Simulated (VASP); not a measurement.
Input of a VASP 6.6.1 run:

File INCAR:

```
PREC = Accurate
ENCUT = 520
EDIFF = 1E-6
ISMEAR = 0
SIGMA = 0.05
LREAL = F
LASPH = T
NELM = 80
ALGO = Normal
ISIF = 2
LWAVE = F
LCHARG = F
GGA = PE
NBANDS = 16
```

File KPOINTS:

```
Automatic mesh
0
Gamma
  6 6 4
```

File POSCAR:

```
AlN
1.0
    3.1110021516      0.0000000000      0.0000000000
   -1.5555010758      2.6942068945      0.0000000000
    0.0000000000      0.0000000000      4.9780000000
Al N
2 2
Direct
    0.3113785847      0.6505946752     -0.0086985276
    0.6447119180      0.3172613419      0.4913014724
    0.3333333333      0.6666666667      0.3850000000
    0.6666666667      0.3333333333      0.8850000000
```

Potentials or basis: VASP PAW PBE potentials, release 64 (Al, N).

Command:

```bash
$ cat potpaw_PBE.64/Al/POTCAR potpaw_PBE.64/N/POTCAR > POTCAR
$ mpirun -np 1 vasp_std > vasp.out
```

Problem. Estimate the pressure.

Solution. 4.5 GPa.

Problem. Predict the band gap on the k mesh.

Solution. 4.01 eV.

Problem. Estimate the largest force.

Solution. 1.324 eV/Å.

Forces on the atoms (eV/Å):
```
Al   0.852  0.744  0.685
Al   0.636  0.744  0.680
N   -0.635 -0.744 -0.679
N   -0.854 -0.744 -0.685
```

Caveat: the cell differs from its parent crystal (all Al atoms moved -0.075 Å, as atom 1 along Cartesian [1 1 1]); the cell stands under pressure; forces of over 1 eV/Å act on the atoms, so gaps and moduli don't describe the material at rest.
